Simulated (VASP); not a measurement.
# NiO (Fm-3m) in VASP: settings compared, part 2 of 2

VASP 6.6.1. Earlier steps stand in the parts before.

## (4) Relaxation of cell and atoms, PBEsol, collinear spin, ferromagnetic start, target pressure 30 GPa, at which the enthalpy is minimised

INCAR

```
SYSTEM = NiO
PREC = Accurate
ENCUT = 600
EDIFF = 1E-6
ISMEAR = -1
SIGMA = 0.05
LREAL = .FALSE.
LASPH = .TRUE.
NELM = 150
ALGO = Normal
ISIF = 3
LWAVE = .FALSE.
LCHARG = .FALSE.
ISPIN = 2
MAGMOM = 1 0
LORBIT = 11
LMAXMIX = 4
GGA = PS
IBRION = 2
NSW = 80
EDIFFG = -0.02
PSTRESS = 300.0
```

KPOINTS

```
Automatic mesh
0
G
  11 11 11
  0 0 0
```

POSCAR

```
NiO
1.0
    0.0000000000      2.0859016414      2.0859016414
    2.0859016414      0.0000000000      2.0859016414
    2.0859016414      2.0859016414      0.0000000000
Ni O
1 1
Direct
    0.0000000000      0.0000000000      0.0000000000
    0.5000000000      0.5000000000      0.5000000000
```

Potentials or basis: VASP PAW PBE potentials, release 64 (Ni, O).

Launch:

```bash
$ cat potpaw_PBE.64/Ni/POTCAR potpaw_PBE.64/O/POTCAR > POTCAR
$ mpirun -np 1 vasp_std > vasp.out
```

OUTCAR:

```text
SYSTEM = NiO
   PREC = Accurate
   ENCUT = 600
   EDIFF = 1E-6
   ISMEAR = -1
   LREAL = .FALSE.
   LASPH = .TRUE.
   NELM = 150
   ISIF = 3
   ISPIN = 2
   LORBIT = 11
   GGA = PS
   IBRION = 2
   NSW = 80
   EDIFFG = -0.02
   PSTRESS = 300.0

 ion  position               nearest neighbor table
   1  0.000  0.000  0.000-   2 2.09   2 2.09   2 2.09   2 2.09   2 2.09   2 2.09
   2  0.500  0.500  0.500-   1 2.09   1 2.09   1 2.09   1 2.09   1 2.09   1 2.09

  LATTYP: Found a face centered cubic cell.
 ALAT       =     4.1718032828

  Lattice vectors:

 A1 = (   0.0000000000,   2.0859016414,   2.0859016414)
 A2 = (   2.0859016414,   0.0000000000,   2.0859016414)
 A3 = (   2.0859016414,   2.0859016414,   0.0000000000)

Analysis of symmetry for initial positions (statically):
=====================================================================
 Subroutine PRICEL returns:
 Original cell was already a primitive cell.

 Routine SETGRP: Setting up the symmetry group for a
 face centered cubic supercell.

 Subroutine GETGRP returns: Found 48 space group operations
 (whereof 48 operations were pure point group operations)
 out of a pool of 48 trial point group operations.

The static configuration has the point symmetry O_h .

Analysis of symmetry for dynamics (positions and initial velocities):
=====================================================================
 Subroutine PRICEL returns:
 Original cell was already a primitive cell.

 Routine SETGRP: Setting up the symmetry group for a
 face centered cubic supercell.

 Subroutine GETGRP returns: Found 48 space group operations
 (whereof 48 operations were pure point group operations)
 out of a pool of 48 trial point group operations.

The dynamic configuration has the point symmetry O_h .

Analysis of structural, dynamic, and magnetic symmetry:
=====================================================================
 Subroutine PRICEL returns:
 Original cell was already a primitive cell.

 Routine SETGRP: Setting up the symmetry group for a
 face centered cubic supercell.

 Subroutine GETGRP returns: Found 48 space group operations
 (whereof 48 operations were pure point group operations)
 out of a pool of 48 trial point group operations.

The overall configuration has the point symmetry O_h .

 Subroutine INISYM returns: Found 48 space group operations
 (whereof 48 operations are pure point group operations),
 and found     1 'primitive' translations

----------------------------------------------------------------------------------------

                                     Primitive cell

  volume of cell :      18.1515

  direct lattice vectors                    reciprocal lattice vectors
     0.000000000  2.085901641  2.085901641    -0.239704495  0.239704495  0.239704495
     2.085901641  0.000000000  2.085901641     0.239704495 -0.239704495  0.239704495
     2.085901641  2.085901641  0.000000000     0.239704495  0.239704495 -0.239704495

  length of vectors
     2.949910391  2.949910391  2.949910391     0.415180364  0.415180364  0.415180364

  position of ions in fractional coordinates (direct lattice)
     0.000000000  0.000000000  0.000000000
     0.500000000  0.500000000  0.500000000

  ion indices of the primitive-cell ions
   primitive index   ion index
                 1           1
                 2           2

----------------------------------------------------------------------------------------

 KPOINTS: Automatic mesh

[... 47 lines left out ...]
 -0.181818  0.181818  0.000000     12.000000
 [... further k-points ...]
   k-points           NKPTS =     56   k-points in BZ     NKDIM =     56   number of bands    NBANDS=     13
   number of dos      NEDOS =    301   number of ions     NIONS =      2
   total plane-waves  NPLWV =  13824
   dimension x,y,z NGX =    24 NGY =   24 NGZ =   24
   dimension x,y,z NGXF=    48 NGYF=   48 NGZF=   48
   ions per type =               1   1
   NGX,Y,Z   is equivalent  to a cutoff of  13.53, 13.53, 13.53 a.u.
   NGXF,Y,Z  is equivalent  to a cutoff of  27.05, 27.05, 27.05 a.u.
 SYSTEM =  NiO
   PREC   = accura    normal or accurate (medium, high low for compatibility)
   ISTART =      0    job   : 0-new  1-cont  2-samecut
   ICHARG =      2    charge: 1-file 2-atom 10-const
   ISPIN  =      2    spin polarized calculation?
   LNONCOLLINEAR =      F non collinear calculations
   LSORBIT =      F    spin-orbit coupling
   LASPH  =      T    aspherical Exc in radial PAW
   ENCUT  =  600.0 eV  44.10 Ry    6.64 a.u.   5.89  5.89  5.89*2*pi/ulx,y,z
   NELM   =    150;   NELMIN=  2; NELMDL= -5     # of ELM steps
   EDIFF  = 0.1E-05   stopping-criterion for ELM
   LREAL  =      F    real-space projection
   EDIFFG = -.2E-01   stopping-criterion for IOM
   NSW    =     80    number of steps for IOM
   IBRION =      2    ionic relax: 0-MD 1-quasi-New 2-CG
   NFREE  =      1    steps in history (QN), initial steepest desc. (CG)
   ISIF   =      3    stress and relaxation
   ISYM   =      2    0-nonsym 1-usesym 2-fastsym
   POTIM  = 0.5000    time-step for ionic-motion
   TEBEG  =    0.0;   TEEND  =   0.0 temperature during run
   PSTRESS=  300.0 pullay stress
   NELECT =      16.0000    total number of electrons
   NUPDOWN=      -1.0000    fix difference up-down
   EMIN   =  10.00;   EMAX   =-10.00  energy-range for DOS
   EFERMI =   0.00;   METHOD = LEGACY
   ISMEAR =    -1;   SIGMA  =   0.05  broadening in eV -4-tet -1-fermi 0-gaus
   EFERMI_NEDOS =   21; number of points for ismear=-14 and -15
   IALGO  =     38    algorithm
   IMIX   =      4    mixing-type and parameters
     AMIX     =   0.40;   BMIX     =  1.00
     AMIX_MAG =   1.60;   BMIX_MAG =  1.00
  volume/ion in A,a.u.               =       9.08        61.25
  Fermi-wavevector in a.u.,A,eV,Ry     =   1.569680  2.966264 33.523312  2.463894
  Thomas-Fermi vector in A             =   2.671526
   LORBIT       =     11    0 simple, 1 ext, 2 COOP (PROOUT), +10 PAW based schemes
   GGA     = PS    functional components
   LHFCALC =     F    Hartree Fock is set to
   AEXX    =    0.0000 exact exchange contribution
   IVDW    =     0    specifies the selected vdW correction
   LEPSILON=     F    determine dielectric tensor
   LRPA    =     F    only Hartree local field effects (RPA)
 conjugate gradient relaxation of ions
 spin polarized calculation
  energy-cutoff  :      600.00
  volume of cell :       18.15
 maximum number of plane-waves:       620
   NGX = 11   NGY = 11   NGZ = 11

--------------------------------------- Ionic step        1  -------------------------------------------

 number of electron      16.0000001 magnetization       1.3435850

 Free energy of the ion-electron system (eV)
  ---------------------------------------------------
  ext. energy  EPLUGINS =         0.00000000
  ---------------------------------------------------
  free energy    TOTEN  =       -12.38820839 eV

  energy without entropy =      -12.37499077  energy(sigma->0) =      -12.38159958

 E-fermi :   7.8093     XC(G=0): -12.9620

 val. band max:        7.8048302613   @ k =  -0.4545   0.3636   0.1818
 cond. band min:       7.8256991671   @ k =   0.3636   0.1818   0.0909
 fundamental gap:      0.0208689058
 Fermi energy:         7.8092692806

 spin component 1

 k-point     1 :       0.0000    0.0000    0.0000
  band No.  band energies     occupation
      1     -12.6484      1.00000
      2       4.6609      1.00000
      3       4.6609      1.00000
      4       4.6609      1.00000
      5       5.0891      1.00000
      6       5.0892      1.00000
      7       5.3700      1.00000
      8       5.3701      1.00000
      9       5.3701      1.00000
     10       9.2561      0.00000
     11      25.4125      0.00000
     12      26.6238      0.00000
[... 984 lines left out ...]
--------------------------------------- Ionic step        7  -------------------------------------------

 number of electron      15.9999999 magnetization       0.3706391

 Free energy of the ion-electron system (eV)
  ---------------------------------------------------
  ext. energy  EPLUGINS =         0.00000000
  ---------------------------------------------------
  free energy    TOTEN  =       -12.26588477 eV

  energy without entropy =      -12.25664566  energy(sigma->0) =      -12.26126522

 E-fermi :  10.3245     XC(G=0): -13.9099

 val. band max:       10.3092951150   @ k =   0.2727   0.2727   0.0000
 cond. band min:      10.3396371902   @ k =  -0.4545   0.2727   0.0000
 fundamental gap:      0.0303420752
 Fermi energy:        10.3244532332

 spin component 1

 k-point     1 :       0.0000    0.0000    0.0000
  band No.  band energies     occupation
      1     -11.8088      1.00000
      2       6.4282      1.00000
      3       6.4282      1.00000
      4       6.4282      1.00000
      5       7.7551      1.00000
      6       7.7551      1.00000
      7       7.7551      1.00000
      8       7.9946      1.00000
      9       7.9947      1.00000
     10      12.7815      0.00000
     11      28.3242      0.00000
     12      30.4468      0.00000
[... 790 lines left out ...]
  energy  without entropy=      -12.2566456587  energy(sigma->0) =      -12.26126522

  enthalpy is  TOTEN    =        -9.3595872907 eV   P V=        2.9062974820

 reached required accuracy - stopping structural energy minimisation

 total charge

# of ion       s       p       d       tot
------------------------------------------
    1        0.394   0.542   8.475   9.410
    2        1.564   3.439   0.000   5.003
--------------------------------------------------
tot          1.958   3.982   8.475  14.414

 magnetization (x)

# of ion       s       p       d       tot
------------------------------------------
    1        0.005   0.005   0.304   0.315
    2        0.010   0.037   0.000   0.047
--------------------------------------------------
tot          0.014   0.042   0.304   0.361
```

OSZICAR:

```text
N       E                     dE             d eps       ncg     rms          rms(c)
DAV:   1     0.950961613531E+02    0.95096E+02   -0.85102E+03  2952   0.170E+03
DAV:   2    -0.805385569733E+01   -0.10315E+03   -0.91191E+02  3127   0.309E+02
[... 65 lines left out ...]
DAV:   1    -0.122664299147E+02    0.51579E-02   -0.87958E-03  3132   0.166E+00    0.187E-01
DAV:   2    -0.122659826877E+02    0.44723E-03   -0.17856E-03  3312   0.992E-01    0.975E-02
DAV:   3    -0.122659182466E+02    0.64441E-04   -0.33095E-04  3694   0.473E-01    0.545E-02
DAV:   4    -0.122658896531E+02    0.28593E-04   -0.58640E-05  4125   0.183E-01    0.222E-02
DAV:   5    -0.122658848257E+02    0.48274E-05   -0.79912E-06  4111   0.417E-02    0.706E-03
DAV:   6    -0.122658847728E+02    0.52904E-07   -0.30961E-07  1456   0.754E-03
   7 F= -.93595873E+01 E0= -.93549677E+01  d E =-.580539E-04  mag=     0.3706
```

Run time: 3.7 min. Hardware: 1 thread of Intel Xeon 8259CL, shared host; peak memory 0.18 GiB.

Results:

```yaml
Free_energy: -12.2659 eV
Relaxed_volume: 7.76 Å³/atom
Relaxed_cell: a = 2.800 Å, b = 2.800 Å, c = 2.800 Å, α = 60.00°, β = 60.00°, γ = 60.00°
Space_group_after_relaxing_to_0.1_Å: Fm-3m (No. 225)
Energy_change_on_relaxing_the_run_minimises_the_enthalpy: +61.2 meV/atom
Ionic_steps: 7
Pressure_after_relaxing: 30.0 GPa
Net_moment: 0.37 μB per cell
Site_moments: Ni +0.32; O +0.05 μB
Valence_electrons_inside_the_program's_atomic_spheres: Ni 9.41; O 5.00
```

The path:
| step | energy change (eV) | largest force (eV/Å) | pressure (GPa) | volume (Å³) |
| --- | --- | --- | --- | --- |
| 1 | 0.0000 | 0.0000 | -7.82 | 18.15 |
| 2 | 1.1749 | 0.0000 | 121.06 | 13.09 |
| 3 | 0.1055 | 0.0000 | 27.91 | 15.61 |
| 4 | 0.1182 | 0.0000 | 29.38 | 15.54 |
| 5 | 0.1275 | 0.0000 | 30.60 | 15.49 |
| 6 | 0.1166 | 0.0000 | 29.37 | 15.55 |
| 7 | 0.1223 | 0.0000 | 29.97 | 15.52 |

Final structure:
```yaml
crystal:
  lattice:
    - [0.00000, 1.97985, 1.97985]
    - [1.97985, 0.00000, 1.97985]
    - [1.97985, 1.97985, 0.00000]
  atoms:
    - { symbol: Ni, position: [0.00000, 0.00000, 0.00000] }
    - { symbol: O, position: [0.50000, 0.50000, 0.50000] }
```

Caveat: the cell is relaxed towards a set pressure, so the run minimises the enthalpy, not the energy; the PAW data sets were made with another functional, which shifts forces and pressure a little; semilocal functionals often make such compounds metallic where correlation or magnetic order opens a gap, which also shifts bond lengths.

## (5) Single point, r2SCAN0, collinear spin, ferromagnetic start

This run uses another cell than the first one, of 9.26 Å³/atom.

POSCAR

```
NiO
1.0
    0.0000000000      2.0997159621      2.0997159621
    2.0997159621      0.0000000000      2.0997159621
    2.0997159621      2.0997159621      0.0000000000
Ni O
1 1
Direct
    0.0000000000      0.0000000000      0.0000000000
    0.5000000000      0.5000000000      0.5000000000
```

INCAR.step1

```
SYSTEM = NiO
  PREC = Accurate
  ENCUT = 520
  EDIFF = 1E-5
  ISMEAR = -1
  SIGMA = 0.05
  LREAL = .FALSE.
  LASPH = .TRUE.
  NELM = 150
  ALGO = Normal
  ISIF = 2
  LWAVE = .TRUE.
  LCHARG = .FALSE.
  ISPIN = 2
  MAGMOM = 1 0
  LORBIT = 11
  LMAXMIX = 4
  NBANDS = 19
  GGA = PE
```

INCAR.step2

```
SYSTEM = NiO
  PREC = Accurate
  ENCUT = 520
  EDIFF = 1E-7
  ISMEAR = -1
  SIGMA = 0.05
  LREAL = .FALSE.
  LASPH = .TRUE.
  NELM = 150
  ALGO = Normal
  ISIF = 2
  LWAVE = .FALSE.
  LCHARG = .FALSE.
  ISPIN = 2
  MAGMOM = 1 0
  LORBIT = 11
  LMAXMIX = 4
  METAGGA = R2SCAN
  LHFCALC = .TRUE.
  AEXX = 0.25
  LMIXTAU = .TRUE.
  PRECFOCK = Normal
  NBANDS = 19
  ISTART = 1
```

KPOINTS

```
Automatic mesh
0
G
  6 6 6
  0 0 0
```

Launch:

```bash
$ cat potpaw_PBE.64/Ni/POTCAR potpaw_PBE.64/O/POTCAR > POTCAR
$ cp INCAR.step1 INCAR
$ mpirun -np 1 vasp_std > vasp.out
$ cp INCAR.step2 INCAR
$ mpirun -np 1 vasp_std > vasp.out
```

Run time: 69 min. Hardware: 1 thread of Intel Xeon Platinum 8375C at 2.90GHz (Ice Lake), shared host; peak memory 0.17 GiB.

The run converged. Its results:

- Free energy: -24.2239 eV
- Pressure: -3.9 GPa
- Band gap on the k mesh: 4.84 eV (least direct gap 5.87 eV)
- Net moment: 2.00 μB per cell
- Site moments: Ni +1.78; O +0.20 μB
- Valence electrons inside the program's atomic spheres: Ni 8.85; O 5.09

Levels at points of the mesh, in eV from the valence-band top:
Spin up:
```tsv
k point	band 5	band 6	band 7	band 8	band 9	band 10	band 11	band 12	band 13	band 14
(0.00, 0.00, 0.00)	-4.17	-4.17	-2.12	-2.12	-2.12	4.84	21.50	22.44	22.44	22.44
(0.50, 0.00, 0.00)	-3.64	-3.64	-2.64	0.00	0.00	9.00	14.16	17.74	17.74	25.00
(0.50, 0.50, 0.00)	-4.43	-3.60	-3.60	-3.32	-3.32	9.63	14.78	15.25	20.93	20.93
```
Spin down:
```csv
k point,band 3,band 4,band 5,band 6,band 7,band 8,band 9,band 10,band 11,band 12
"(0.00, 0.00, 0.00)",-3.05,-3.05,-1.37,-1.37,-1.37,4.94,4.94,5.40,21.54,22.74
"(0.50, 0.00, 0.00)",-3.92,-3.92,-1.75,-1.75,-1.51,7.81,7.81,9.29,14.95,18.13
"(0.50, 0.50, 0.00)",-3.84,-2.95,-2.95,-2.10,-2.10,5.54,6.15,10.29,15.35,15.60
```

Caveat: the k points lie up to 0.43 Å⁻¹ apart; the PAW data sets were made with another functional, which shifts forces and pressure a little; a cell with one magnetic atom can't hold antiferromagnetic order, which such compounds often take. A k mesh can miss the band edges.

## (6) The runs side by side

| task | level | cell | k mesh | cutoff (eV) | grid for exact exchange (PRECFOCK) | share of exact exchange | gap on the mesh (eV) | pressure (GPa) | moment (μB) |
| --- | --- | --- | --- | --- | --- | --- | --- | --- | --- |
| relaxation of cell and atoms | PBEsol | relaxed to 10 GPa from a = 2.950 Å, angles 60.0°, 2 atoms | 11 × 11 × 11 | 600 | - | - | none | 10.0 | 0.38 |
| relaxation of cell and atoms | PBEsol | relaxed to 20 GPa from a = 2.950 Å, angles 60.0°, 2 atoms | 11 × 11 × 11 | 600 | - | - | none | 19.9 | 0.37 |
| relaxation of cell and atoms | PBEsol | relaxed to 30 GPa from a = 2.950 Å, angles 60.0°, 2 atoms | 11 × 11 × 11 | 600 | - | - | none | 30.0 | 0.37 |
| single point | r2SCAN0 | a = 2.969 Å, angles 60.0°, 2 atoms | 6 × 6 × 6 | 520 | Normal | 0.25 | 4.84 | -3.9 | 2.00 |

Alike in all rows: potentials or basis VASP PAW PBE potentials, release 64 (Ni, O); spin collinear, ferromagnetic start; smearing fermi-dirac 0.05 eV.

Caveats: some runs use coarse meshes; the PAW data sets were made with another functional, which shifts forces and pressure a little; the cell is relaxed towards a set pressure, so the run minimises the enthalpy, not the energy (at least some runs); semilocal functionals often make such compounds metallic where correlation or magnetic order opens a gap, which also shifts bond lengths (at least some runs); a cell with one magnetic atom can't hold antiferromagnetic order, which such compounds often take (at least some runs).

Total energies depend on the potentials used, so only differences within one code and one set of settings carry meaning.

The gap in the log of VASP goes by the Fermi energy; the results here count the filled bands.